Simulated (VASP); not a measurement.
# TiPbO3 (Pm-3m) in VASP: notebook

TiPbO3 is run at these levels: PBE; tasks: single point.

Program: VASP 6.6.1. These are calculated values, not measurements. Logs are shortened: lines on timing, memory, paths and dates and some standing lists are left out, and cuts for length are marked.

## (1) The cell of the first run

The structure is cubic, space group Pm-3m (No. 221). The conventional cell has a = 3.964 Å, b = 3.964 Å, c = 3.964 Å, α = 90.00°, β = 90.00°, γ = 90.00°. Within 2.6 Å of Ti (site symmetry m-3m) lie 6 O at 1.98 Å. Within 3.7 Å of Pb (site symmetry m-3m) lie 12 O at 2.80 Å and 8 Ti at 3.43 Å. O (site symmetry 4/mmm) has 2 Ti at 1.98 Å within 2.6 Å.

## (2) Single point, PBE

Input file INCAR:

```
ALGO     = Normal         # electronic algorithm
EDIFF    = 1E-6           # SCF threshold, eV
ENCUT    = 600            # plane-wave cutoff, eV
GGA      = PE             # functional
GGA_COMPAT= F            
ISIF     = 2              # what is computed and relaxed
ISMEAR   = 0              # smearing method
LASPH    = T              # aspherical terms in the spheres
LCHARG   = T              # write CHGCAR
LELF     = T              # ELF
LREAL    = F              # projectors in reciprocal space
LVHAR    = T            
LWAVE    = F              # write WAVECAR
NBANDS   = 30             # bands
NELM     = 120            # most SCF steps
PREC     = Accurate       # precision mode
SIGMA    = 0.01           # smearing width, eV
```

Input file KPOINTS:

```
k-points
0
Gamma
  2 2 2
```

Input file POSCAR:

```
TiPbO3
1.0
    3.9639000000      0.0000000000      0.0000000000
    0.0000000000      3.9639000000      0.0000000000
    0.0000000000      0.0000000000      3.9639000000
Ti Pb O
1 1 3
Direct
    0.5000000000      0.5000000000      0.5000000000
    0.0000000000      0.0000000000      0.0000000000
    0.0000000000      0.5000000000      0.5000000000
    0.5000000000      0.0000000000      0.5000000000
    0.5000000000      0.5000000000      0.0000000000
```

Potentials or basis: VASP PAW PBE potentials, release 64 (Ti_sv, Pb_d, O).

Launch:

```bash
$ cat potpaw_PBE.64/Ti_sv/POTCAR potpaw_PBE.64/Pb_d/POTCAR potpaw_PBE.64/O/POTCAR > POTCAR
$ mpirun -np 1 vasp_std > vasp.out
```

OUTCAR:

```text
EDIFF = 1E-6
   ENCUT = 600
   GGA = PE
   ISIF = 2
   ISMEAR = 0
   LASPH = T
   LREAL = F
   NELM = 120
   PREC = Accurate

 ion  position               nearest neighbor table
   1  0.500  0.500  0.500-   3 1.98   4 1.98   5 1.98   5 1.98   4 1.98   3 1.98   2 3.43   2 3.43
                             2 3.43   2 3.43   2 3.43   2 3.43   2 3.43   2 3.43
   2  0.000  0.000  0.000-   3 2.80   4 2.80   5 2.80   3 2.80   4 2.80   3 2.80   5 2.80   3 2.80
                             4 2.80   5 2.80   4 2.80   5 2.80   1 3.43   1 3.43   1 3.43   1 3.43
   3  0.000  0.500  0.500-   1 1.98   1 1.98   2 2.80   2 2.80   2 2.80   2 2.80
   4  0.500  0.000  0.500-   1 1.98   1 1.98   2 2.80   2 2.80   2 2.80   2 2.80
   5  0.500  0.500  0.000-   1 1.98   1 1.98   2 2.80   2 2.80   2 2.80   2 2.80

  LATTYP: Found a simple cubic cell.
 ALAT       =     3.9639000000

  Lattice vectors:

 A1 = (   3.9639000000,   0.0000000000,   0.0000000000)
 A2 = (   0.0000000000,   3.9639000000,   0.0000000000)
 A3 = (   0.0000000000,   0.0000000000,   3.9639000000)

Analysis of symmetry for initial positions (statically):
=====================================================================
 Subroutine PRICEL returns:
 Original cell was already a primitive cell.

 Routine SETGRP: Setting up the symmetry group for a
 simple cubic supercell.

 Subroutine GETGRP returns: Found 48 space group operations
 (whereof 48 operations were pure point group operations)
 out of a pool of 48 trial point group operations.

The static configuration has the point symmetry O_h .

Analysis of symmetry for dynamics (positions and initial velocities):
=====================================================================
 Subroutine PRICEL returns:
 Original cell was already a primitive cell.

 Routine SETGRP: Setting up the symmetry group for a
 simple cubic supercell.

 Subroutine GETGRP returns: Found 48 space group operations
 (whereof 48 operations were pure point group operations)
 out of a pool of 48 trial point group operations.

The dynamic configuration has the point symmetry O_h .

 Subroutine INISYM returns: Found 48 space group operations
 (whereof 48 operations are pure point group operations),
 and found     1 'primitive' translations

----------------------------------------------------------------------------------------

                                     Primitive cell

  volume of cell :      62.2828

  direct lattice vectors                    reciprocal lattice vectors
     3.963900000  0.000000000  0.000000000     0.252276798  0.000000000  0.000000000
     0.000000000  3.963900000  0.000000000     0.000000000  0.252276798  0.000000000
     0.000000000  0.000000000  3.963900000     0.000000000  0.000000000  0.252276798

  length of vectors
     3.963900000  3.963900000  3.963900000     0.252276798  0.252276798  0.252276798

  position of ions in fractional coordinates (direct lattice)
     0.500000000  0.500000000  0.500000000
     0.000000000  0.000000000  0.000000000
     0.000000000  0.500000000  0.500000000
     0.500000000  0.000000000  0.500000000
     0.500000000  0.500000000  0.000000000

  ion indices of the primitive-cell ions
   primitive index   ion index
                 1           1
                 2           2
                 3           3
                 4           4
                 5           5

----------------------------------------------------------------------------------------

 KPOINTS: k-points

Automatic generation of k-mesh.
 Grid dimensions read from file:
 generate k-points for:    2    2    2

 Generating k-lattice:

  Cartesian coordinates                     Fractional coordinates (reciprocal lattice)
     0.126138399  0.000000000  0.000000000     0.500000000  0.000000000  0.000000000
     0.000000000  0.126138399  0.000000000     0.000000000  0.500000000  0.000000000
     0.000000000  0.000000000  0.126138399     0.000000000  0.000000000  0.500000000

  Length of vectors
     0.126138399  0.126138399  0.126138399

  Shift w.r.t. Gamma in fractional coordinates (k-lattice)
     0.000000000  0.000000000  0.000000000

 Subroutine IBZKPT returns following result:
 ===========================================

 Found      4 irreducible k-points:

 Following reciprocal coordinates:
            Coordinates               Weight
  0.000000  0.000000  0.000000      1.000000
  0.500000  0.000000  0.000000      3.000000
  0.500000  0.500000  0.000000      3.000000
  0.500000  0.500000  0.500000      1.000000
   k-points           NKPTS =      4   k-points in BZ     NKDIM =      4   number of bands    NBANDS=     30
   number of dos      NEDOS =    301   number of ions     NIONS =      5
   total plane-waves  NPLWV =  32768
   dimension x,y,z NGX =    32 NGY =   32 NGZ =   32
   dimension x,y,z NGXF=    64 NGYF=   64 NGZF=   64
   ions per type =               1   1   3
   NGX,Y,Z   is equivalent  to a cutoff of  13.42, 13.42, 13.42 a.u.
   NGXF,Y,Z  is equivalent  to a cutoff of  26.84, 26.84, 26.84 a.u.
 SYSTEM =  unknown system
   PREC   = accura    normal or accurate (medium, high low for compatibility)
   ISTART =      0    job   : 0-new  1-cont  2-samecut
   ICHARG =      2    charge: 1-file 2-atom 10-const
   ISPIN  =      1    spin polarized calculation?
   LNONCOLLINEAR =      F non collinear calculations
   LSORBIT =      F    spin-orbit coupling
   LASPH  =      T    aspherical Exc in radial PAW
   ENCUT  =  600.0 eV  44.10 Ry    6.64 a.u.   7.92  7.92  7.92*2*pi/ulx,y,z
   NELM   =    120;   NELMIN=  2; NELMDL= -5     # of ELM steps
   EDIFF  = 0.1E-05   stopping-criterion for ELM
   LREAL  =      F    real-space projection
   EDIFFG = 0.1E-04   stopping-criterion for IOM
   NSW    =      0    number of steps for IOM
   IBRION =     -1    ionic relax: 0-MD 1-quasi-New 2-CG
   NFREE  =      0    steps in history (QN), initial steepest desc. (CG)
   ISIF   =      2    stress and relaxation
   ISYM   =      2    0-nonsym 1-usesym 2-fastsym
   POTIM  = 0.5000    time-step for ionic-motion
   TEBEG  =    0.0;   TEEND  =   0.0 temperature during run
   PSTRESS=    0.0 pullay stress
   NELECT =      44.0000    total number of electrons
   NUPDOWN=      -1.0000    fix difference up-down
   EMIN   =  10.00;   EMAX   =-10.00  energy-range for DOS
   EFERMI =   0.00;   METHOD = LEGACY
   ISMEAR =     0;   SIGMA  =   0.01  broadening in eV -4-tet -1-fermi 0-gaus
   EFERMI_NEDOS =   21; number of points for ismear=-14 and -15
   IALGO  =     38    algorithm
   IMIX   =      4    mixing-type and parameters
     AMIX     =   0.40;   BMIX     =  1.00
     AMIX_MAG =   1.60;   BMIX_MAG =  1.00
  volume/ion in A,a.u.               =      12.46        84.06
  Fermi-wavevector in a.u.,A,eV,Ry     =   1.458041  2.755298 28.924397  2.125883
  Thomas-Fermi vector in A             =   2.574772
   LORBIT       =      0    0 simple, 1 ext, 2 COOP (PROOUT), +10 PAW based schemes
   GGA     = PE    functional components
   LHFCALC =     F    Hartree Fock is set to
   AEXX    =    0.0000 exact exchange contribution
   IVDW    =     0    specifies the selected vdW correction
   LEPSILON=     F    determine dielectric tensor
   LRPA    =     F    only Hartree local field effects (RPA)
 non-spin polarized calculation
 Gauss-broadening in eV      SIGMA  =   0.01
  energy-cutoff  :      600.00
  volume of cell :       62.28
 maximum number of plane-waves:      2103
 NGX is ok and might be reduce to    32
   NGX = 15   NGY = 15   NGZ = 15

 number of electron      43.9999975 magnetization

 Free energy of the ion-electron system (eV)
  ---------------------------------------------------
  ext. energy  EPLUGINS =         0.00000000
  ---------------------------------------------------
  free energy    TOTEN  =       -36.88352524 eV

  energy without entropy =      -36.88352524  energy(sigma->0) =      -36.88352524

 E-fermi :   6.5174     XC(G=0): -11.4870

 val. band max:        6.2975350761   @ k =   0.5000   0.0000   0.0000
 cond. band min:       7.5675960575   @ k =   0.0000   0.0000   0.0000
 fundamental gap:      1.2700609814
 Fermi energy:         6.5173504045

 k-point     1 :       0.0000    0.0000    0.0000
  band No.  band energies     occupation
      1     -51.1079      2.00000
      2     -27.3034      2.00000
      3     -27.3034      2.00000
      4     -27.3034      2.00000
      5     -11.5637      2.00000
      6     -10.5127      2.00000
[... 22 lines left out ...]
     29      13.6699      0.00000
     30      13.6699      0.00000

 k-point     2 :       0.5000    0.0000    0.0000
  band No.  band energies     occupation
      1     -51.1068      2.00000
      2     -27.3575      2.00000
      3     -27.3015      2.00000
      4     -27.3015      2.00000
      5     -11.0424      2.00000
      6     -10.3524      2.00000
[... 22 lines left out ...]
     29      12.5529      0.00000
     30      12.5529      0.00000

 k-point     3 :       0.5000    0.5000    0.0000
  band No.  band energies     occupation
      1     -51.1057      2.00000
      2     -27.3548      2.00000
      3     -27.3548      2.00000
      4     -27.2994      2.00000
      5     -10.8981      2.00000
      6     -10.0915      2.00000
[... 22 lines left out ...]
     29      11.2912      0.00000
     30      13.5812      0.00000

 k-point     4 :       0.5000    0.5000    0.5000
  band No.  band energies     occupation
      1     -51.1046      2.00000
      2     -27.3526      2.00000
      3     -27.3526      2.00000
      4     -27.3526      2.00000
      5     -10.4212      2.00000
      6     -10.4212      2.00000
[... 22 lines left out ...]
     29      13.5820      0.00000
     30      13.5820      0.00000

------------------------ aborting loop because EDIFF is reached ----------------------------------------

  FORCE on cell =-STRESS in cart. coord.  units (eV):
  Direction    XX          YY          ZZ          XY          YZ          ZX
  --------------------------------------------------------------------------------------
  -------------------------------------------------------------------------------------
  Total        1.2747536      1.2747536      1.2747536     -0.0000000      0.0000000     -0.0000000
  in kB       32.7920640     32.7920640     32.7920640     -0.0000000      0.0000000     -0.0000000
  external PRESSURE =      32.7920640 kB  Pullay stress =       0.0000000 kB

 VOLUME and BASIS-vectors are now :
 -----------------------------------------------------------------------------
  energy-cutoff  :      600.00
  volume of cell :       62.28
      direct lattice vectors                 reciprocal lattice vectors
     3.963900000  0.000000000  0.000000000     0.252276798  0.000000000  0.000000000
     0.000000000  3.963900000  0.000000000     0.000000000  0.252276798  0.000000000
     0.000000000  0.000000000  3.963900000     0.000000000  0.000000000  0.252276798

 POSITION                                       TOTAL-FORCE (eV/Angst)
 -----------------------------------------------------------------------------------
      1.98195      1.98195      1.98195         0.000000      0.000000      0.000000
      0.00000      0.00000      0.00000         0.000000      0.000000      0.000000
      0.00000      1.98195      1.98195         0.000000      0.000000      0.000000
      1.98195      0.00000      1.98195         0.000000      0.000000      0.000000
      1.98195      1.98195      0.00000         0.000000      0.000000      0.000000
 -----------------------------------------------------------------------------------
    total drift:                                0.000000     -0.000000     -0.000000

  FREE ENERGIE OF THE ION-ELECTRON SYSTEM (eV)
  ---------------------------------------------------
  free  energy   TOTEN  =       -36.8835252409 eV

  energy  without entropy=      -36.8835252409  energy(sigma->0) =      -36.88352524
```

Run time: 6.4 s. Hardware: 1 thread of Intel Xeon 6975P-C (Granite Rapids), shared host; peak memory 0.18 GiB.

What came out:

```
Free energy            : -36.8835 eV
Pressure               : 3.3 GPa
Band gap on the k mesh : 1.27 eV, indirect (least direct gap 1.28 eV)
```

Caveat: the k points lie up to 0.79 Å⁻¹ apart; spin-orbit coupling is left out, which moves the levels of the heavy elements. A k mesh can miss the band edges.

## (3) Single point, PBE

INCAR is that of step 2.

Input file KPOINTS:

```
k-points
0
Gamma
  4 4 4
```

POSCAR is that of step 2.

Potentials or basis: VASP PAW PBE potentials, release 64 (Ti_sv, Pb_d, O).

Launch:

```bash
$ cat potpaw_PBE.64/Ti_sv/POTCAR potpaw_PBE.64/Pb_d/POTCAR potpaw_PBE.64/O/POTCAR > POTCAR
$ mpirun -np 1 vasp_std > vasp.out
```

Run time: 11 s. Hardware: 1 thread of Intel Xeon 6975P-C (Granite Rapids), shared host; peak memory 0.19 GiB.

The run converged. Its results:

- Free energy: -37.7040 eV
- Pressure: 0.5 GPa
- Band gap on the k mesh: 1.62 eV, indirect (least direct gap 1.63 eV)

Levels at points of the mesh, in eV from the valence-band top:
| k point | band 19 | band 20 | band 21 | band 22 | band 23 | band 24 | band 25 | band 26 |
| --- | --- | --- | --- | --- | --- | --- | --- | --- |
| (0.00, 0.00, 0.00) | -1.43 | -0.95 | -0.95 | -0.95 | 1.62 | 1.62 | 1.62 | 3.70 |
| (0.50, 0.00, 0.00) | -1.66 | -0.93 | -0.93 | 0.00 | 1.63 | 2.76 | 3.25 | 3.25 |
| (0.50, 0.50, 0.00) | -2.58 | -2.06 | -1.53 | -0.29 | 3.27 | 3.27 | 3.91 | 4.63 |
| (0.50, 0.50, 0.50) | -4.31 | -0.33 | -0.33 | -0.33 | 3.57 | 3.57 | 3.57 | 6.65 |

Caveat: spin-orbit coupling is left out, which moves the levels of the heavy elements. A k mesh can miss the band edges.

## (4) Single point, PBE

Input file INCAR:

```
SYSTEM = TiPbO3
PREC = Accurate ; ENCUT = 600
EDIFF = 1E-6 ; ISMEAR = 0
SIGMA = 0.01 ; LREAL = .FALSE.
LASPH = .TRUE. ; NELM = 120
ALGO = Normal ; ISIF = 2
LWAVE = .FALSE. ; LCHARG = .TRUE.
GGA = PE ; LELF = .TRUE.
LVHAR = .TRUE. ; NBANDS = 30
GGA_COMPAT = .FALSE.
```

Input file KPOINTS:

```
Automatic mesh
0
G
  5 5 5
  0 0 0
```

POSCAR is that of step 3.

Launch:

```bash
$ cat potpaw_PBE.64/Ti_sv/POTCAR potpaw_PBE.64/Pb_d/POTCAR potpaw_PBE.64/O/POTCAR > POTCAR
$ mpirun -np 1 vasp_std > vasp.out
```

Wall time 10 s (1 thread of Intel Xeon 6975P-C (Granite Rapids), shared host); peak memory 0.19 GiB.

Results (log left out):

```
Free energy            : -37.7228 eV
Pressure               : 0.5 GPa
Band gap on the k mesh : 1.97 eV, indirect (least direct gap 1.98 eV)
```

Levels at points of the mesh, in eV from the valence-band top:
```csv
k point,band 19,band 20,band 21,band 22,band 23,band 24,band 25,band 26
"(0.00, 0.00, 0.00)",-1.09,-0.61,-0.61,-0.61,1.97,1.97,1.97,4.05
```

Caveat: spin-orbit coupling is left out, which moves the levels of the heavy elements.

## (5) Overview

| k mesh | gap on the mesh (eV) | pressure (GPa) |
| --- | --- | --- |
| 2 × 2 × 2 | 1.27 | 3.3 |
| 4 × 4 × 4 | 1.62 | 0.5 |
| 5 × 5 × 5 | 1.97 | 0.5 |

Alike in all rows: task single point; level PBE; potentials or basis VASP PAW PBE potentials, release 64 (Ti_sv, Pb_d, O); no spin polarisation; cell as given; cutoff (eV) 600; smearing gaussian 0.01 eV.

Caveats: some runs use coarse meshes; spin-orbit coupling is left out, which moves the levels of the heavy elements.

Total energies depend on the potentials used, so only differences within one code and one set of settings carry meaning.
